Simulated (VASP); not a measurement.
# CuAu (P4/mmm) in VASP: further runs

The runs below take CuAu through single point, with PBE.

All numbers are computed with VASP 6.6.1; they aren't measurements. Logs are shortened: lines on timing, memory, paths and dates and some standing lists are left out, and cuts for length are marked.

**1. The cell of the first run**

Symmetry: P4/mmm, No. 123, tetragonal system. Conventional cell: a = 2.838 Å, b = 2.838 Å, c = 3.571 Å, α = 90.00°, β = 90.00°, γ = 90.00°. Cu (site symmetry 4/mmm) has 8 Au at 2.69 Å and 4 Cu at 2.84 Å within 3.5 Å. Within 3.5 Å of Au (site symmetry 4/mmm) lie 8 Cu at 2.69 Å and 4 Au at 2.84 Å.

**2. Single point, PBE**

The input, INCAR:

```
PREC = Accurate
ENCUT = 520
EDIFF = 1E-6
ISMEAR = 0
SIGMA = 0.15
LREAL = F
LASPH = T
NELM = 80
ALGO = Fast
ISIF = 2
LWAVE = F
LCHARG = F
GGA = PE
NBANDS = 18
```

The input, KPOINTS:

```
Automatic mesh
0
Gamma
  18 18 14
```

The input, POSCAR:

```
CuAu
1.0
    2.8383609313      0.0000000000      0.0000000000
    0.0000000000      2.8383609313      0.0000000000
    0.0000000000      0.0000000000      3.5714690118
Cu Au
1 1
Direct
    0.5000000000      0.5000000000      0.5000000000
    0.0000000000      0.0000000000      0.0000000000
```

Potentials or basis: VASP PAW PBE potentials, release 64 (Cu, Au).

Command:

```
$ cat potpaw_PBE.64/Cu/POTCAR potpaw_PBE.64/Au/POTCAR > POTCAR
$ mpirun -np 1 vasp_std > vasp.out
```

OUTCAR:

```text
PREC = Accurate
   ENCUT = 520
   EDIFF = 1E-6
   ISMEAR = 0
   LREAL = F
   LASPH = T
   NELM = 80
   ISIF = 2
   GGA = PE

 ion  position               nearest neighbor table
   1  0.500  0.500  0.500-   2 2.69   2 2.69   2 2.69   2 2.69   2 2.69   2 2.69   2 2.69   2 2.69

   2  0.000  0.000  0.000-   1 2.69   1 2.69   1 2.69   1 2.69   1 2.69   1 2.69   1 2.69   1 2.69

  LATTYP: Found a simple tetragonal cell.
 ALAT       =     2.8383609313
 C/A-ratio  =     1.2582857143

  Lattice vectors:

 A1 = (   2.8383609313,   0.0000000000,   0.0000000000)
 A2 = (   0.0000000000,   2.8383609313,   0.0000000000)
 A3 = (   0.0000000000,   0.0000000000,   3.5714690118)

Analysis of symmetry for initial positions (statically):
=====================================================================
 Subroutine PRICEL returns:
 Original cell was already a primitive cell.

 Routine SETGRP: Setting up the symmetry group for a
 simple tetragonal supercell.

 Subroutine GETGRP returns: Found 16 space group operations
 (whereof 16 operations were pure point group operations)
 out of a pool of 16 trial point group operations.

The static configuration has the point symmetry D_4h.

Analysis of symmetry for dynamics (positions and initial velocities):
=====================================================================
 Subroutine PRICEL returns:
 Original cell was already a primitive cell.

 Routine SETGRP: Setting up the symmetry group for a
 simple tetragonal supercell.

 Subroutine GETGRP returns: Found 16 space group operations
 (whereof 16 operations were pure point group operations)
 out of a pool of 16 trial point group operations.

The dynamic configuration has the point symmetry D_4h.

 Subroutine INISYM returns: Found 16 space group operations
 (whereof 16 operations are pure point group operations),
 and found     1 'primitive' translations

----------------------------------------------------------------------------------------

                                     Primitive cell

  volume of cell :      28.7728

  direct lattice vectors                    reciprocal lattice vectors
     2.838360931  0.000000000  0.000000000     0.352316011  0.000000000  0.000000000
     0.000000000  2.838360931  0.000000000     0.000000000  0.352316011  0.000000000
     0.000000000  0.000000000  3.571469012     0.000000000  0.000000000  0.279996830

  length of vectors
     2.838360931  2.838360931  3.571469012     0.352316011  0.352316011  0.279996830

  position of ions in fractional coordinates (direct lattice)
     0.500000000  0.500000000  0.500000000
     0.000000000  0.000000000  0.000000000

  ion indices of the primitive-cell ions
   primitive index   ion index
                 1           1
                 2           2

----------------------------------------------------------------------------------------

 KPOINTS: Automatic mesh

Automatic generation of k-mesh.
 Grid dimensions read from file:
 generate k-points for:   18   18   14

 Generating k-lattice:

  Cartesian coordinates                     Fractional coordinates (reciprocal lattice)
     0.019573112  0.000000000  0.000000000     0.055555556  0.000000000  0.000000000
     0.000000000  0.019573112  0.000000000     0.000000000  0.055555556  0.000000000
     0.000000000  0.000000000  0.019999774     0.000000000  0.000000000  0.071428571

  Length of vectors
     0.019573112  0.019573112  0.019999774

  Shift w.r.t. Gamma in fractional coordinates (k-lattice)
     0.000000000  0.000000000  0.000000000

 Subroutine IBZKPT returns following result:
 ===========================================

 Found    440 irreducible k-points:

 Following reciprocal coordinates:
            Coordinates               Weight
  0.000000  0.000000  0.000000      1.000000
  0.055556  0.000000  0.000000      4.000000
  0.111111  0.000000  0.000000      4.000000
  0.166667  0.000000  0.000000      4.000000
  0.222222  0.000000  0.000000      4.000000
  0.277778  0.000000  0.000000      4.000000
[... 16 lines left out ...]
  0.277778  0.111111  0.000000      8.000000
  0.333333  0.111111  0.000000      8.000000
 [... further k-points ...]
   k-points           NKPTS =    440   k-points in BZ     NKDIM =    440   number of bands    NBANDS=     18
   number of dos      NEDOS =    301   number of ions     NIONS =      2
   total plane-waves  NPLWV =  16128
   dimension x,y,z NGX =    24 NGY =   24 NGZ =   28
   dimension x,y,z NGXF=    48 NGYF=   48 NGZF=   56
   ions per type =               1   1
   NGX,Y,Z   is equivalent  to a cutoff of  14.06, 14.06, 13.03 a.u.
   NGXF,Y,Z  is equivalent  to a cutoff of  28.11, 28.11, 26.07 a.u.
 SYSTEM =  unknown system
   PREC   = accura    normal or accurate (medium, high low for compatibility)
   ISTART =      0    job   : 0-new  1-cont  2-samecut
   ICHARG =      2    charge: 1-file 2-atom 10-const
   ISPIN  =      1    spin polarized calculation?
   LNONCOLLINEAR =      F non collinear calculations
   LSORBIT =      F    spin-orbit coupling
   LASPH  =      T    aspherical Exc in radial PAW
   ENCUT  =  520.0 eV  38.22 Ry    6.18 a.u.   5.28  5.28  6.64*2*pi/ulx,y,z
   NELM   =     80;   NELMIN=  2; NELMDL= -5     # of ELM steps
   EDIFF  = 0.1E-05   stopping-criterion for ELM
   LREAL  =      F    real-space projection
   EDIFFG = 0.1E-04   stopping-criterion for IOM
   NSW    =      0    number of steps for IOM
   IBRION =     -1    ionic relax: 0-MD 1-quasi-New 2-CG
   NFREE  =      0    steps in history (QN), initial steepest desc. (CG)
   ISIF   =      2    stress and relaxation
   ISYM   =      2    0-nonsym 1-usesym 2-fastsym
   POTIM  = 0.5000    time-step for ionic-motion
   TEBEG  =    0.0;   TEEND  =   0.0 temperature during run
   PSTRESS=    0.0 pullay stress
   NELECT =      22.0000    total number of electrons
   NUPDOWN=      -1.0000    fix difference up-down
   EMIN   =  10.00;   EMAX   =-10.00  energy-range for DOS
   EFERMI =   0.00;   METHOD = LEGACY
   ISMEAR =     0;   SIGMA  =   0.15  broadening in eV -4-tet -1-fermi 0-gaus
   EFERMI_NEDOS =   21; number of points for ismear=-14 and -15
   IALGO  =     68    algorithm
   IMIX   =      4    mixing-type and parameters
     AMIX     =   0.40;   BMIX     =  1.00
     AMIX_MAG =   1.60;   BMIX_MAG =  1.00
  volume/ion in A,a.u.               =      14.39        97.08
  Fermi-wavevector in a.u.,A,eV,Ry     =   1.497000  2.828919 30.490762  2.241008
  Thomas-Fermi vector in A             =   2.608944
   LORBIT       =      0    0 simple, 1 ext, 2 COOP (PROOUT), +10 PAW based schemes
   GGA     = PE    functional components
   LHFCALC =     F    Hartree Fock is set to
   AEXX    =    0.0000 exact exchange contribution
   IVDW    =     0    specifies the selected vdW correction
   LEPSILON=     F    determine dielectric tensor
   LRPA    =     F    only Hartree local field effects (RPA)
 non-spin polarized calculation
 RMM-DIIS sequential band-by-band and
 Gauss-broadening in eV      SIGMA  =   0.15
  energy-cutoff  :      520.00
  volume of cell :       28.77
 maximum number of plane-waves:       798
 NGX is ok and might be reduce to    24
   NGX = 11   NGY = 11   NGZ = 13

 number of electron      21.9999983 magnetization

 Free energy of the ion-electron system (eV)
  ---------------------------------------------------
  ext. energy  EPLUGINS =         0.00000000
  ---------------------------------------------------
  free energy    TOTEN  =        -7.04360413 eV

  energy without entropy =       -7.03723024  energy(sigma->0) =       -7.04041718

 E-fermi :   8.9323     XC(G=0): -12.7343

 val. band max:        8.9161059163   @ k =   0.3333   0.3333   0.3571
 cond. band min:       8.9361767302   @ k =   0.3333   0.2778   0.4286
 fundamental gap:      0.0200708139
 Fermi energy:         8.9323291174

 k-point     1 :       0.0000    0.0000    0.0000
  band No.  band energies     occupation
      1      -0.9610      2.00000
      2       2.2977      2.00000
      3       2.4243      2.00000
      4       4.7486      2.00000
      5       4.7486      2.00000
      6       5.7224      2.00000
[... 10 lines left out ...]
     17      25.3864      0.00000
     18      26.4899      0.00000

 k-point     2 :       0.0556    0.0000    0.0000
  band No.  band energies     occupation
      1      -0.8903      2.00000
      2       2.3345      2.00000
      3       2.4617      2.00000
      4       4.7115      2.00000
      5       4.7657      2.00000
      6       5.6947      2.00000
[... 10 lines left out ...]
     17      25.9416      0.00000
     18      26.5286      0.00000

 k-point     3 :       0.1111    0.0000    0.0000
  band No.  band energies     occupation
      1      -0.6816      2.00000
      2       2.4242      2.00000
      3       2.5899      2.00000
      4       4.6027      2.00000
      5       4.8163      2.00000
      6       5.6134      2.00000
[... 10 lines left out ...]
     17      26.5907      0.00000
     18      27.3693      0.00000

 k-point     4 :       0.1667    0.0000    0.0000
  band No.  band energies     occupation
      1      -0.3467      2.00000
      2       2.5411      2.00000
      3       2.8207      2.00000
      4       4.4316      2.00000
      5       4.8979      2.00000
      6       5.4856      2.00000
[... 375 lines left out ...]
      4       4.1753      2.00000
      5       4.8156      2.00000
      6       5.1399      2.00000
[... 10 lines left out ...]
     17      26.1690      0.00000
     18      28.5217      0.00000

 k-point    23 :       0.2778    0.1111    0.0000
  band No.  band energies     occupation
      1       0.8707      2.00000
      2       3.0367      2.00000
      3       3.4996      2.00000
      4       3.9454      2.00000
      5       4.8416      2.00000
      6       4.9882      2.00000
[... 10 lines left out ...]
     17      25.0528      0.00000
     18      27.1404      0.00000

 k-point    24 :       0.3333    0.1111    0.0000
  band No.  band energies     occupation
      1       1.4053      2.00000
      2       3.2003      2.00000
      3       3.7176      2.00000
      4       3.7300      2.00000
      5       4.8570      2.00000
      6       4.9415      2.00000
[... 10 lines left out ...]
     17      23.8078      0.00000
     18      25.8849      0.00000

 [... further k-points ...]

------------------------ aborting loop because EDIFF is reached ----------------------------------------

  FORCE on cell =-STRESS in cart. coord.  units (eV):
  Direction    XX          YY          ZZ          XY          YZ          ZX
  --------------------------------------------------------------------------------------
  -------------------------------------------------------------------------------------
  Total        1.1997266      1.1997266      1.2097667      0.0000000      0.0000000      0.0000000
  in kB       66.8052752     66.8052752     67.3643412      0.0000000      0.0000000      0.0000000
  external PRESSURE =      66.9916305 kB  Pullay stress =       0.0000000 kB

 VOLUME and BASIS-vectors are now :
 -----------------------------------------------------------------------------
  energy-cutoff  :      520.00
  volume of cell :       28.77
      direct lattice vectors                 reciprocal lattice vectors
     2.838360931  0.000000000  0.000000000     0.352316011  0.000000000  0.000000000
     0.000000000  2.838360931  0.000000000     0.000000000  0.352316011  0.000000000
     0.000000000  0.000000000  3.571469012     0.000000000  0.000000000  0.279996830

 POSITION                                       TOTAL-FORCE (eV/Angst)
 -----------------------------------------------------------------------------------
      1.41918      1.41918      1.78573         0.000000      0.000000      0.000000
      0.00000      0.00000      0.00000         0.000000      0.000000      0.000000
 -----------------------------------------------------------------------------------
    total drift:                                0.000000      0.000000     -0.000000

  FREE ENERGIE OF THE ION-ELECTRON SYSTEM (eV)
  ---------------------------------------------------
  free  energy   TOTEN  =        -7.0436041258 eV

  energy  without entropy=       -7.0372302385  energy(sigma->0) =       -7.04041718
```

Wall time 81 s (1 thread of Intel Xeon 6975P-C (Granite Rapids), shared host); peak memory 0.34 GiB.

Results:

| Quantity | Value |
| --- | --- |
| Free energy | -7.0436 eV |
| Pressure | 6.7 GPa |
| Band gap on the k mesh | zero (band 11 reaches 14.13 eV, above the bottom of band 12 at 6.84 eV) |

Caveat: spin-orbit coupling is left out, which moves the levels of the heavy elements.

(Part 1 of 2 ends here.)
